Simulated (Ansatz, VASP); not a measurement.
**One calculation of RbNa3Te2, two programs**

```
CELL_PARAMETERS angstrom
3.39666 1.96106 8.02685
-3.39666 1.96106 8.02685
0.00000 -3.92213 8.02685
ATOMIC_POSITIONS crystal
Rb 0.00000 0.00000 0.00000
Na 0.00000 0.00000 0.50000
Na 0.50000 0.00000 0.00000
Na 0.00000 0.50000 0.00000
Te 0.74354 0.74354 0.74354
Te 0.25646 0.25646 0.25646
```

Change from the starting cell: species swapped into the Pr2SiRh3 type (R-3m, No. 166).

Alike in both runs: functional PBE; k mesh 3 × 3 × 3; occupations gaussian, width 0.1 eV; no spin polarisation.

Ansatz relaxed the structure, and its values are those at the end. VASP's run is a single point on that final structure, the one shown.

```csv
,VASP,Ansatz
version,VASP 6.6.1,Ansatz 0.2.0
potentials or method,"VASP PAW PBE potentials, release 64 (Rb_sv, Na_pv, Te), cutoff 520 eV","scalar-relativistic, plane waves, PAW"
valence electrons in the cell,42,68
```

|  | VASP | Ansatz | Ansatz less VASP |
| --- | --- | --- | --- |
| gap on the k mesh at the Fermi level (eV) | 1.38 | 1.39 | +0.006 |
| least direct gap on the mesh (eV) | 1.38 | 1.39 | +0.006 |
| pressure (GPa) | 0.1 | 0.1 | -0.02 |
| rms of the force components (eV/Å) | 0.007 | 0.002 | -0.0048 |

VASP's potentials hold 42 valence electrons a cell and Ansatz's 68, so a difference there can come from the potentials and not from the codes.

Spin-orbit coupling is off throughout.
